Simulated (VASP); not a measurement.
# AlAs (F-43m) in VASP: notebook

Runs on AlAs. Level: PBE. Tasks: single point.

Program: VASP 6.6.1. These are calculated values, not measurements. Logs are shortened: lines on timing, memory, paths and dates and some standing lists are left out, and cuts for length are marked.

## Step 1: The cell of the first run

Symmetry: F-43m, No. 216, cubic system. The conventional cell has a = 5.546 Å, b = 5.546 Å, c = 5.546 Å, α = 90.00°, β = 90.00°, γ = 90.00°. Within 3.2 Å of Al (site symmetry -43m) lie 4 As at 2.40 Å. Within 3.2 Å of As (site symmetry -43m) lie 4 Al at 2.40 Å.

## Step 2: Single point, PBE (21.33 Å³/atom)

The input, INCAR:

```
SYSTEM = AlAs
ALGO = Normal
EDIFF = 1E-6
ENCUT = 500
GGA = PE
GGA_COMPAT = .FALSE.
ISIF = 2
ISMEAR = -1
LASPH = .TRUE.
LCHARG = .FALSE.
LREAL = .FALSE.
LWAVE = .FALSE.
NBANDS = 11
NELM = 120
PREC = Accurate
SIGMA = 0.05
```

The input, KPOINTS:

```
k-points
0
G
  10 10 10
  0 0 0
```

The input, POSCAR:

```
AlAs
1.0
    0.0000000000      2.7731120344      2.7731120344
    2.7731120344      0.0000000000      2.7731120344
    2.7731120344      2.7731120344      0.0000000000
Al As
1 1
Direct
    0.0000000000      0.0000000000      0.0000000000
    0.7500000000      0.7500000000      0.7500000000
```

Potentials or basis: VASP PAW PBE potentials, release 64 (Al, As).

Launch:

```
$ cat potpaw_PBE.64/Al/POTCAR potpaw_PBE.64/As/POTCAR > POTCAR
$ mpirun -np 1 vasp_std > vasp.out
```

OUTCAR:

```text
SYSTEM = AlAs
   EDIFF = 1E-6
   ENCUT = 500
   GGA = PE
   ISIF = 2
   ISMEAR = -1
   LASPH = .TRUE.
   LREAL = .FALSE.
   NELM = 120
   PREC = Accurate

 ion  position               nearest neighbor table
   1  0.000  0.000  0.000-   2 2.40   2 2.40   2 2.40   2 2.40
   2  0.750  0.750  0.750-   1 2.40   1 2.40   1 2.40   1 2.40

  LATTYP: Found a face centered cubic cell.
 ALAT       =     5.5462240688

  Lattice vectors:

 A1 = (   0.0000000000,   2.7731120344,   2.7731120344)
 A2 = (   2.7731120344,   0.0000000000,   2.7731120344)
 A3 = (   2.7731120344,   2.7731120344,   0.0000000000)

Analysis of symmetry for initial positions (statically):
=====================================================================
 Subroutine PRICEL returns:
 Original cell was already a primitive cell.

 Routine SETGRP: Setting up the symmetry group for a
 face centered cubic supercell.

 Subroutine GETGRP returns: Found 24 space group operations
 (whereof 24 operations were pure point group operations)
 out of a pool of 48 trial point group operations.

The static configuration has the point symmetry T_d .

Analysis of symmetry for dynamics (positions and initial velocities):
=====================================================================
 Subroutine PRICEL returns:
 Original cell was already a primitive cell.

 Routine SETGRP: Setting up the symmetry group for a
 face centered cubic supercell.

 Subroutine GETGRP returns: Found 24 space group operations
 (whereof 24 operations were pure point group operations)
 out of a pool of 48 trial point group operations.

The dynamic configuration has the point symmetry T_d .

 Subroutine INISYM returns: Found 24 space group operations
 (whereof 24 operations are pure point group operations),
 and found     1 'primitive' translations

----------------------------------------------------------------------------------------

                                     Primitive cell

  volume of cell :      42.6513

  direct lattice vectors                    reciprocal lattice vectors
     0.000000000  2.773112034  2.773112034    -0.180302849  0.180302849  0.180302849
     2.773112034  0.000000000  2.773112034     0.180302849 -0.180302849  0.180302849
     2.773112034  2.773112034  0.000000000     0.180302849  0.180302849 -0.180302849

  length of vectors
     3.921772649  3.921772649  3.921772649     0.312293695  0.312293695  0.312293695

  position of ions in fractional coordinates (direct lattice)
     0.000000000  0.000000000  0.000000000
     0.750000000  0.750000000  0.750000000

  ion indices of the primitive-cell ions
   primitive index   ion index
                 1           1
                 2           2

----------------------------------------------------------------------------------------

 KPOINTS: k-points

Automatic generation of k-mesh.
 Grid dimensions read from file:
 generate k-points for:   10   10   10

 Generating k-lattice:

  Cartesian coordinates                     Fractional coordinates (reciprocal lattice)
    -0.018030285  0.018030285  0.018030285     0.100000000  0.000000000  0.000000000
     0.018030285 -0.018030285  0.018030285     0.000000000  0.100000000  0.000000000
     0.018030285  0.018030285 -0.018030285     0.000000000  0.000000000  0.100000000

  Length of vectors
     0.031229369  0.031229369  0.031229369

  Shift w.r.t. Gamma in fractional coordinates (k-lattice)
     0.000000000  0.000000000  0.000000000

 Subroutine IBZKPT returns following result:
 ===========================================

 Found     47 irreducible k-points:

 Following reciprocal coordinates:
            Coordinates               Weight
  0.000000  0.000000  0.000000      1.000000
  0.100000  0.000000  0.000000      8.000000
  0.200000  0.000000  0.000000      8.000000
  0.300000  0.000000  0.000000      8.000000
  0.400000  0.000000  0.000000      8.000000
  0.500000  0.000000  0.000000      4.000000
[... 16 lines left out ...]
  0.300000  0.300000  0.000000      6.000000
  0.400000  0.300000  0.000000     24.000000
 [... further k-points ...]
   k-points           NKPTS =     47   k-points in BZ     NKDIM =     47   number of bands    NBANDS=     11
   number of dos      NEDOS =    301   number of ions     NIONS =      2
   total plane-waves  NPLWV =  27000
   dimension x,y,z NGX =    30 NGY =   30 NGZ =   30
   dimension x,y,z NGXF=    60 NGYF=   60 NGZF=   60
   ions per type =               1   1
   NGX,Y,Z   is equivalent  to a cutoff of  12.72, 12.72, 12.72 a.u.
   NGXF,Y,Z  is equivalent  to a cutoff of  25.43, 25.43, 25.43 a.u.
 SYSTEM =  AlAs
   PREC   = accura    normal or accurate (medium, high low for compatibility)
   ISTART =      0    job   : 0-new  1-cont  2-samecut
   ICHARG =      2    charge: 1-file 2-atom 10-const
   ISPIN  =      1    spin polarized calculation?
   LNONCOLLINEAR =      F non collinear calculations
   LSORBIT =      F    spin-orbit coupling
   LASPH  =      T    aspherical Exc in radial PAW
   ENCUT  =  500.0 eV  36.75 Ry    6.06 a.u.   7.15  7.15  7.15*2*pi/ulx,y,z
   NELM   =    120;   NELMIN=  2; NELMDL= -5     # of ELM steps
   EDIFF  = 0.1E-05   stopping-criterion for ELM
   LREAL  =      F    real-space projection
   EDIFFG = 0.1E-04   stopping-criterion for IOM
   NSW    =      0    number of steps for IOM
   IBRION =     -1    ionic relax: 0-MD 1-quasi-New 2-CG
   NFREE  =      0    steps in history (QN), initial steepest desc. (CG)
   ISIF   =      2    stress and relaxation
   ISYM   =      2    0-nonsym 1-usesym 2-fastsym
   POTIM  = 0.5000    time-step for ionic-motion
   TEBEG  =    0.0;   TEEND  =   0.0 temperature during run
   PSTRESS=    0.0 pullay stress
   NELECT =       8.0000    total number of electrons
   NUPDOWN=      -1.0000    fix difference up-down
   EMIN   =  10.00;   EMAX   =-10.00  energy-range for DOS
   EFERMI =   0.00;   METHOD = LEGACY
   ISMEAR =    -1;   SIGMA  =   0.05  broadening in eV -4-tet -1-fermi 0-gaus
   EFERMI_NEDOS =   21; number of points for ismear=-14 and -15
   IALGO  =     38    algorithm
   IMIX   =      4    mixing-type and parameters
     AMIX     =   0.40;   BMIX     =  1.00
     AMIX_MAG =   1.60;   BMIX_MAG =  1.00
  volume/ion in A,a.u.               =      21.33       143.91
  Fermi-wavevector in a.u.,A,eV,Ry     =   0.937118  1.770895 11.948491  0.878189
  Thomas-Fermi vector in A             =   2.064196
   LORBIT       =      0    0 simple, 1 ext, 2 COOP (PROOUT), +10 PAW based schemes
   GGA     = PE    functional components
   LHFCALC =     F    Hartree Fock is set to
   AEXX    =    0.0000 exact exchange contribution
   IVDW    =     0    specifies the selected vdW correction
   LEPSILON=     F    determine dielectric tensor
   LRPA    =     F    only Hartree local field effects (RPA)
 non-spin polarized calculation
  energy-cutoff  :      500.00
  volume of cell :       42.65
 maximum number of plane-waves:      1106
 NGX is ok and might be reduce to    30
   NGX = 15   NGY = 15   NGZ = 15

 number of electron       8.0000000 magnetization

 Free energy of the ion-electron system (eV)
  ---------------------------------------------------
  ext. energy  EPLUGINS =         0.00000000
  ---------------------------------------------------
  free energy    TOTEN  =        -9.28413525 eV

  energy without entropy =       -9.28413522  energy(sigma->0) =       -9.28413524

 E-fermi :   5.1053     XC(G=0):  -9.2832

 val. band max:        4.4261052101   @ k =   0.0000   0.0000   0.0000
 cond. band min:       5.7473276608   @ k =   0.5000   0.5000   0.0000
 fundamental gap:      1.3212224508
 Fermi energy:         5.1052893308

 k-point     1 :       0.0000    0.0000    0.0000
  band No.  band energies     occupation
      1      -7.7959      2.00000
      2       4.4261      2.00000
      3       4.4261      2.00000
      4       4.4261      2.00000
      5       6.9851      0.00000
      6       8.8194      0.00000
      7       8.8194      0.00000
      8       8.8194      0.00000
      9      13.5580      0.00000
     10      13.5580      0.00000
     11      13.6386      0.00000

 k-point     2 :       0.1000    0.0000    0.0000
  band No.  band energies     occupation
      1      -7.6895      2.00000
      2       3.3968      2.00000
      3       4.3117      2.00000
      4       4.3117      2.00000
      5       7.5450      0.00000
      6       9.0230      0.00000
      7       9.0230      0.00000
      8       9.0910      0.00000
      9      13.0741      0.00000
     10      13.0741      0.00000
     11      14.1564      0.00000

 k-point     3 :       0.2000    0.0000    0.0000
  band No.  band energies     occupation
      1      -7.3832      2.00000
      2       1.7303      2.00000
      3       4.0552      2.00000
      4       4.0552      2.00000
      5       7.4801      0.00000
      6       9.3802      0.00000
      7       9.3802      0.00000
      8      10.4563      0.00000
      9      12.6849      0.00000
     10      12.6849      0.00000
     11      14.2710      0.00000

 k-point     4 :       0.3000    0.0000    0.0000
  band No.  band energies     occupation
      1      -6.9272      2.00000
      2       0.1847      2.00000
      3       3.7966      2.00000
      4       3.7966      2.00000
      5       7.1381      0.00000
      6       9.4203      0.00000
      7       9.4203      0.00000
      8      11.9361      0.00000
      9      13.2377      0.00000
     10      13.2377      0.00000
     11      13.9505      0.00000
[... 239 lines left out ...]
 k-point    22 :      -0.2000    0.2000    0.0000
  band No.  band energies     occupation
      1      -6.7699      2.00000
      2       0.4205      2.00000
      3       2.0897      2.00000
      4       3.8631      2.00000
      5       8.3513      0.00000
      6       9.7040      0.00000
      7       9.8709      0.00000
      8      10.6038      0.00000
      9      11.7483      0.00000
     10      15.2431      0.00000
     11      16.7247      0.00000

 k-point    23 :       0.3000    0.3000    0.0000
  band No.  band energies     occupation
      1      -6.6214      2.00000
      2       0.4636      2.00000
      3       2.6859      2.00000
      4       2.6859      2.00000
      5       6.6142      0.00000
      6       7.7646      0.00000
      7      12.3532      0.00000
      8      12.3532      0.00000
      9      13.2969      0.00000
     10      15.1942      0.00000
     11      18.1541      0.00000

 k-point    24 :       0.4000    0.3000    0.0000
  band No.  band energies     occupation
      1      -6.2384      2.00000
      2      -0.2513      2.00000
      3       2.1565      2.00000
      4       2.4984      2.00000
      5       6.5615      0.00000
      6       7.7278      0.00000
      7      12.3504      0.00000
      8      12.7068      0.00000
      9      15.1012      0.00000
     10      16.1521      0.00000
     11      17.9109      0.00000

 [... further k-points ...]

------------------------ aborting loop because EDIFF is reached ----------------------------------------

  FORCE on cell =-STRESS in cart. coord.  units (eV):
  Direction    XX          YY          ZZ          XY          YZ          ZX
  --------------------------------------------------------------------------------------
  -------------------------------------------------------------------------------------
  Total        2.1999579      2.1999579      2.1999579      0.0000000      0.0000000      0.0000000
  in kB       82.6404572     82.6404572     82.6404572      0.0000000      0.0000000      0.0000000
  external PRESSURE =      82.6404572 kB  Pullay stress =       0.0000000 kB

 VOLUME and BASIS-vectors are now :
 -----------------------------------------------------------------------------
  energy-cutoff  :      500.00
  volume of cell :       42.65
      direct lattice vectors                 reciprocal lattice vectors
     0.000000000  2.773112034  2.773112034    -0.180302849  0.180302849  0.180302849
     2.773112034  0.000000000  2.773112034     0.180302849 -0.180302849  0.180302849
     2.773112034  2.773112034  0.000000000     0.180302849  0.180302849 -0.180302849

 POSITION                                       TOTAL-FORCE (eV/Angst)
 -----------------------------------------------------------------------------------
      0.00000      0.00000      0.00000         0.000000      0.000000      0.000000
      4.15967      4.15967      4.15967        -0.000000     -0.000000     -0.000000
 -----------------------------------------------------------------------------------
    total drift:                               -0.000000     -0.000000     -0.000000

  FREE ENERGIE OF THE ION-ELECTRON SYSTEM (eV)
  ---------------------------------------------------
  free  energy   TOTEN  =        -9.2841352477 eV

  energy  without entropy=       -9.2841352235  energy(sigma->0) =       -9.28413524
```

Wall time 10 s (1 thread of Intel Xeon 6975P-C (Granite Rapids), shared host); peak memory 0.17 GiB.

What came out:

- Free energy: -9.2841 eV
- Pressure: 8.3 GPa
- Band gap on the k mesh: 1.32 eV (least direct gap 2.56 eV)

Levels at points of the mesh, in eV from the valence-band top:
```csv
k point,band 2,band 3,band 4,band 5,band 6,band 7
"(0.00, 0.00, 0.00)",0.00,0.00,0.00,2.56,4.39,4.39
"(0.50, 0.00, 0.00)",-5.85,-0.87,-0.87,2.38,4.72,4.72
"(0.50, 0.50, 0.00)",-5.65,-2.31,-2.31,1.32,2.29,10.81
```

Caveat: the cell stands under pressure.

(Continued in part 2 of 2.)
